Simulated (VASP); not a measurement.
# Ag (P6_3/mmc) in VASP: further runs

The runs below take Ag through relaxation of shape and atoms at fixed volume, relaxation of cell and atoms, with PBE.

Everything below comes from runs of VASP 6.6.1. Logs are shortened: lines on timing, memory, paths and dates and some standing lists are left out, and cuts for length are marked.

**1. The cell of the first run**

It takes space group P6_3/mmc (No. 194, hexagonal). Conventional cell: a = 2.795 Å, b = 2.795 Å, c = 4.644 Å, α = 90.00°, β = 90.00°, γ = 120.00°. Ag (site symmetry -6m2) has 12 Ag at 2.80 to 2.83 Å within 3.7 Å.

This isn't the form of Ag at room conditions, which is fcc.

**2. Relaxation of shape and atoms at fixed volume, PBE**

Contents of INCAR:

```
PREC = Accurate ; ENCUT = 600
EDIFF = 1E-6 ; ISMEAR = -1
SIGMA = 0.05 ; LREAL = False
LASPH = True ; NELM = 60
ALGO = Normal ; ISIF = 4
LWAVE = False ; LCHARG = False
GGA = PE ; IBRION = 2
NSW = 50 ; EDIFFG = -0.005
```

Contents of KPOINTS:

```
regular mesh
0
Gamma
  15 15 8
```

Contents of POSCAR:

```
Ag
1.0
    2.7952306180      0.0000000000      0.0000000000
   -1.3976153090      2.4207407246      0.0000000000
    0.0000000000      0.0000000000      4.6442615326
Ag
2
Direct
    0.3333333333      0.6666666667      0.2500000000
    0.6666666667      0.3333333333      0.7500000000
```

Potentials or basis: VASP PAW PBE potentials, release 64 (Ag).

On the command line:

```console
$ cat potpaw_PBE.64/Ag/POTCAR > POTCAR
$ mpirun -np 1 vasp_std > vasp.out
```

OUTCAR:

```text
PREC = Accurate
   ENCUT = 600
   EDIFF = 1E-6
   ISMEAR = -1
   LREAL = False
   LASPH = True
   NELM = 60
   ISIF = 4
   GGA = PE
   IBRION = 2
   NSW = 50
   EDIFFG = -0.005

 ion  position               nearest neighbor table
   1  0.333  0.667  0.250-   2 2.83   2 2.83   2 2.83   2 2.83   2 2.83   2 2.83
   2  0.667  0.333  0.750-   1 2.83   1 2.83   1 2.83   1 2.83   1 2.83   1 2.83

  LATTYP: Found a hexagonal cell.
 ALAT       =     2.7952306180
 C/A-ratio  =     1.6614949417

  Lattice vectors:

 A1 = (   2.7952306180,   0.0000000000,   0.0000000000)
 A2 = (  -1.3976153090,   2.4207407246,   0.0000000000)
 A3 = (   0.0000000000,   0.0000000000,   4.6442615326)

Analysis of symmetry for initial positions (statically):
=====================================================================
 Subroutine PRICEL returns:
 Original cell was already a primitive cell.

 Routine SETGRP: Setting up the symmetry group for a
 hexagonal supercell.

 Subroutine GETGRP returns: Found 24 space group operations
 (whereof 12 operations were pure point group operations)
 out of a pool of 24 trial point group operations.

The static configuration has the point symmetry D_3d.
 The point group associated with its full space group is D_6h.

Analysis of symmetry for dynamics (positions and initial velocities):
=====================================================================
 Subroutine PRICEL returns:
 Original cell was already a primitive cell.

 Routine SETGRP: Setting up the symmetry group for a
 hexagonal supercell.

 Subroutine GETGRP returns: Found 24 space group operations
 (whereof 12 operations were pure point group operations)
 out of a pool of 24 trial point group operations.

The dynamic configuration has the point symmetry D_3d.
 The point group associated with its full space group is D_6h.

 Subroutine INISYM returns: Found 24 space group operations
 (whereof 12 operations are pure point group operations),
 and found     1 'primitive' translations

----------------------------------------------------------------------------------------

                                     Primitive cell

  volume of cell :      31.4255

  direct lattice vectors                    reciprocal lattice vectors
     2.795230618  0.000000000  0.000000000     0.357752235  0.206548349  0.000000000
    -1.397615309  2.420740725  0.000000000     0.000000000  0.413096698  0.000000000
     0.000000000  0.000000000  4.644261533     0.000000000  0.000000000  0.215319485

  length of vectors
     2.795230618  2.795230618  4.644261533     0.413096698  0.413096698  0.215319485

  position of ions in fractional coordinates (direct lattice)
     0.333333333  0.666666667  0.250000000
     0.666666667  0.333333333  0.750000000

  ion indices of the primitive-cell ions
   primitive index   ion index
                 1           1
                 2           2

----------------------------------------------------------------------------------------

 KPOINTS: regular mesh

Automatic generation of k-mesh.
 Grid dimensions read from file:
 generate k-points for:   15   15    8

 Generating k-lattice:

  Cartesian coordinates                     Fractional coordinates (reciprocal lattice)
     0.023850149  0.013769890  0.000000000     0.066666667  0.000000000  0.000000000
     0.000000000  0.027539780  0.000000000     0.000000000  0.066666667  0.000000000
     0.000000000  0.000000000  0.026914936     0.000000000  0.000000000  0.125000000

  Length of vectors
     0.027539780  0.027539780  0.026914936

  Shift w.r.t. Gamma in fractional coordinates (k-lattice)
[... 63 lines left out ...]
   NELECT =      22.0000    total number of electrons
   NUPDOWN=      -1.0000    fix difference up-down
   EMIN   =  10.00;   EMAX   =-10.00  energy-range for DOS
   EFERMI =   0.00;   METHOD = LEGACY
   ISMEAR =    -1;   SIGMA  =   0.05  broadening in eV -4-tet -1-fermi 0-gaus
   EFERMI_NEDOS =   21; number of points for ismear=-14 and -15
   IALGO  =     38    algorithm
   IMIX   =      4    mixing-type and parameters
     AMIX     =   0.40;   BMIX     =  1.00
     AMIX_MAG =   1.60;   BMIX_MAG =  1.00
  volume/ion in A,a.u.               =      15.71       106.03
  Fermi-wavevector in a.u.,A,eV,Ry     =   1.453633  2.746969 28.749787  2.113050
  Thomas-Fermi vector in A             =   2.570877
   LORBIT       =      0    0 simple, 1 ext, 2 COOP (PROOUT), +10 PAW based schemes
   GGA     = PE    functional components
   LHFCALC =     F    Hartree Fock is set to
   AEXX    =    0.0000 exact exchange contribution
   IVDW    =     0    specifies the selected vdW correction
   LEPSILON=     F    determine dielectric tensor
   LRPA    =     F    only Hartree local field effects (RPA)
 conjugate gradient relaxation of ions
 non-spin polarized calculation
  energy-cutoff  :      600.00
  volume of cell :       31.43
 maximum number of plane-waves:      1075
 NGX is ok and might be reduce to    24
   NGX = 11   NGY = 11   NGZ = 19

--------------------------------------- Ionic step        1  -------------------------------------------

 number of electron      22.0000006 magnetization

 Free energy of the ion-electron system (eV)
  ---------------------------------------------------
  ext. energy  EPLUGINS =         0.00000000
  ---------------------------------------------------
  free energy    TOTEN  =        -5.23982096 eV

  energy without entropy =       -5.23536178  energy(sigma->0) =       -5.23759137

------------------------ aborting loop because EDIFF is reached ----------------------------------------

  FORCE on cell =-STRESS in cart. coord.  units (eV):
  Direction    XX          YY          ZZ          XY          YZ          ZX
  --------------------------------------------------------------------------------------
  -------------------------------------------------------------------------------------
  Total        3.2720880      3.2720880      3.1729889      0.0000000      0.0000000      0.0000000
  in kB      166.8218652    166.8218652    161.7694658      0.0000000      0.0000000      0.0000000
  external PRESSURE =     165.1377321 kB  Pullay stress =       0.0000000 kB

 VOLUME and BASIS-vectors are now :
 -----------------------------------------------------------------------------
  energy-cutoff  :      600.00
  volume of cell :       31.43
      direct lattice vectors                 reciprocal lattice vectors
     2.795230618  0.000000000  0.000000000     0.357752235  0.206548349  0.000000000
    -1.397615309  2.420740725  0.000000000     0.000000000  0.413096698  0.000000000
     0.000000000  0.000000000  4.644261533     0.000000000  0.000000000  0.215319485

 POSITION                                       TOTAL-FORCE (eV/Angst)
 -----------------------------------------------------------------------------------
     -0.00000      1.61383      1.16107        -0.000000      0.000000      0.000000
      1.39762      0.80691      3.48320         0.000000     -0.000000      0.000000
 -----------------------------------------------------------------------------------
    total drift:                               -0.000000      0.000000     -0.000000

  FREE ENERGIE OF THE ION-ELECTRON SYSTEM (eV)
  ---------------------------------------------------
  free  energy   TOTEN  =        -5.2398209597 eV

  energy  without entropy=       -5.2353617850  energy(sigma->0) =       -5.23759137

--------------------------------------- Ionic step        2  -------------------------------------------

 number of electron      22.0000005 magnetization

 Free energy of the ion-electron system (eV)
  ---------------------------------------------------
  ext. energy  EPLUGINS =         0.00000000
  ---------------------------------------------------
  free energy    TOTEN  =        -5.23986475 eV

  energy without entropy =       -5.23534706  energy(sigma->0) =       -5.23760591

 E-fermi :   9.8411     XC(G=0): -12.7048

 val. band max:        9.6224422866   @ k =   0.2000   0.0667   0.2500
 cond. band min:       9.8873252359   @ k =   0.2667   0.2667   0.0000
 fundamental gap:      0.2648829493
 Fermi energy:         9.8411322723

 k-point     1 :       0.0000    0.0000    0.0000
  band No.  band energies     occupation
      1       1.2297      2.00000
      2       2.6591      2.00000
      3       4.4171      2.00000
      4       4.5822      2.00000
      5       4.5822      2.00000
      6       4.8454      2.00000
      7       4.8454      2.00000
      8       5.3332      2.00000
      9       5.3332      2.00000
     10       6.4400      2.00000
     11       6.4400      2.00000
     12       8.8745      2.00000
     13      13.4831      0.00000
     14      25.5828      0.00000
[... 401 lines left out ...]
      2       3.3017      2.00000
      3       3.6115      2.00000
      4       4.4297      2.00000
      5       4.6948      2.00000
      6       4.7483      2.00000
      7       5.1634      2.00000
      8       6.3113      2.00000
      9       6.4347      2.00000
     10       6.5236      2.00000
     11      11.1864      0.00000
     12      12.1342      0.00000
     13      16.7288      0.00000
     14      17.9412      0.00000
     15      18.3310      0.00000

 [... further k-points ...]

------------------------ aborting loop because EDIFF is reached ----------------------------------------

  FORCE on cell =-STRESS in cart. coord.  units (eV):
  Direction    XX          YY          ZZ          XY          YZ          ZX
  --------------------------------------------------------------------------------------
  -------------------------------------------------------------------------------------
  Total        3.2403677      3.2403677      3.2310179      0.0000000      0.0000000      0.0000000
  in kB      165.2046583    165.2046583    164.7279738      0.0000000      0.0000000      0.0000000
  external PRESSURE =     165.0457635 kB  Pullay stress =       0.0000000 kB

 VOLUME and BASIS-vectors are now :
 -----------------------------------------------------------------------------
  energy-cutoff  :      600.00
  volume of cell :       31.43
      direct lattice vectors                 reciprocal lattice vectors
     2.797459636  0.000000000  0.000000000     0.357467177  0.206383771 -0.000000000
    -1.398729818  2.422671111 -0.000000000     0.000000000  0.412767542 -0.000000000
     0.000000000  0.000000000  4.636863378     0.000000000  0.000000000  0.215663029

 POSITION                                       TOTAL-FORCE (eV/Angst)
 -----------------------------------------------------------------------------------
     -0.00000      1.61511      1.15922        -0.000000     -0.000000     -0.000000
      1.39873      0.80756      3.47765         0.000000      0.000000      0.000000
 -----------------------------------------------------------------------------------
    total drift:                               -0.000000      0.000000     -0.000000

  FREE ENERGIE OF THE ION-ELECTRON SYSTEM (eV)
  ---------------------------------------------------
  free  energy   TOTEN  =        -5.2398647528 eV

  energy  without entropy=       -5.2353470628  energy(sigma->0) =       -5.23760591

 reached required accuracy - stopping structural energy minimisation
```

Run time: 85 s. Hardware: 1 thread of AMD EPYC 9R14 (Zen 4), shared host; peak memory 0.17 GiB.

Results:

```yaml
Free_energy: -5.2399 eV
Energy_gained_by_relaxing: 0.0 meV/atom
Ionic_steps: 2
Pressure_after_relaxing: 16.5 GPa
Band_gap_on_the_k_mesh: zero (bands 11 and 12 overlap by 7.94 eV)
```

Final structure:
```cif
data_structure
_symmetry_space_group_name_H-M 'P 1'
_symmetry_Int_Tables_number 1
_cell_length_a 2.7975
_cell_length_b 2.7975
_cell_length_c 4.6369
_cell_angle_alpha 90.000
_cell_angle_beta 90.000
_cell_angle_gamma 120.000
_cell_volume 31.43
loop_
_atom_site_label
_atom_site_type_symbol
_atom_site_fract_x
_atom_site_fract_y
_atom_site_fract_z
_atom_site_occupancy
Ag1 Ag 0.33333 0.66667 0.25000 1
Ag2 Ag 0.66667 0.33333 0.75000 1
```

**3. Relaxation of cell and atoms, PBE**

This run uses another cell than the first one, of 17.83 Å³/atom.

Contents of INCAR:

```
ALGO     = Normal         # electronic algorithm
EDIFF    = 1E-6           # SCF threshold, eV
EDIFFG   = -0.005         # ionic threshold
ENCUT    = 600            # plane-wave cutoff, eV
GGA      = PE             # functional
IBRION   = 2              # ionic algorithm
ISIF     = 3              # what is computed and relaxed
ISMEAR   = -1             # smearing method
LASPH    = True           # aspherical terms in the spheres
LCHARG   = False          # write CHGCAR
LREAL    = False          # projectors in reciprocal space
LWAVE    = False          # write WAVECAR
NELM     = 60             # most SCF steps
NSW      = 60             # ionic steps
PREC     = Accurate       # precision mode
SIGMA    = 0.05           # smearing width, eV
```

Contents of KPOINTS:

```
k-points
0
Gamma
  15 15 8
```

Contents of POSCAR:

```
Ag
1.0
    2.9401015088      0.0000000000      0.0000000000
   -1.4700507544      2.5462025963      0.0000000000
    0.0000000000      0.0000000000      4.7629644442
Ag
2
Direct
    0.3333333333      0.6666666667      0.2500000000
    0.6666666667      0.3333333333      0.7500000000
```

Potentials or basis: VASP PAW PBE potentials, release 64 (Ag).

On the command line:

```console
$ cat potpaw_PBE.64/Ag/POTCAR > POTCAR
$ mpirun -np 1 vasp_std > vasp.out
```

Wall time 2.8 min (1 thread of AMD EPYC 9R14 (Zen 4), shared host); peak memory 0.19 GiB.

It converged, with:

```
Free energy               : -5.4313 eV
Energy gained by relaxing : 2.1 meV/atom
Ionic steps               : 5
Pressure after relaxing   : 0.0 GPa
Band gap on the k mesh    : zero (bands 11 and 12 overlap by 7.43 eV)
```

Step by step:
```tsv
step	energy change (eV)	largest force (eV/Å)	pressure (GPa)	volume (Å³)
1	0.0000	0.0000	0.08	35.66
2	-0.0028	0.0000	-0.09	35.70
3	-0.0041	0.0000	-0.23	35.75
4	-0.0041	0.0000	0.19	35.59
5	-0.0042	0.0000	-0.01	35.65
```

Final structure:
```xyz
2
Lattice="2.9156 0.0000 0.0000 -1.4578 2.5250 0.0000 0.0000 0.0000 4.8428" Properties=species:S:1:pos:R:3 pbc="T T T"
Ag    0.0000    1.6833    1.2107
Ag    1.4578    0.8417    3.6321
```

Levels at points of the mesh, in eV from the Fermi level:
```csv
k point,band 9,band 10,band 11,band 12,band 13,band 14
"(0.00, 0.00, 0.00)",-4.12,-3.24,-3.24,-0.55,2.98,15.50
"(0.00, 0.00, 0.50)",-3.53,-3.53,-3.53,-3.53,10.31,10.31
```
